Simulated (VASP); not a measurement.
Here is a VASP 6.6.1 calculation.

INCAR

```
PREC = Accurate
ENCUT = 520
EDIFF = 1E-6
ISMEAR = 0
SIGMA = 0.01
LREAL = False
LASPH = True
NELM = 60
ALGO = Normal
ISIF = 2
LWAVE = False
LCHARG = False
GGA = PE
NBANDS = 16
```

The input KPOINTS:

```
regular mesh
0
Gamma
  9 9 4
```

File POSCAR:

```
BN
1.0
    2.5614372405      0.0000000000      0.0000000000
   -1.2807186202      2.2182697205      0.0000000000
    0.0000000000      0.0000000000      8.4905497620
B N
2 2
Direct
    0.3333333333      0.6666666667      0.2500000000
    0.6666666667      0.3333333333      0.7500000000
    0.6666666667      0.3333333333      0.2500000000
    0.3333333333      0.6666666667      0.7500000000
```

Potentials or basis: VASP PAW PBE potentials, release 64 (B, N).

The run is started by

```bash
$ cat potpaw_PBE.64/B/POTCAR potpaw_PBE.64/N/POTCAR > POTCAR
$ mpirun -np 1 vasp_std > vasp.out
```

Estimate the band gap on the k mesh.

4.39 eV, indirect (least direct gap 4.51 eV).

What does it give for the pressure?

-9.9 GPa.

Stress tensor (GPa, compression positive):
```
-14.77   0.00   0.00
  0.00 -14.77   0.00
  0.00   0.00  -0.09
```

Caveat: this functional lacks dispersion, which binds the layers, so the pressure and a relaxed spacing across them are unreliable. A k mesh can miss the band edges.
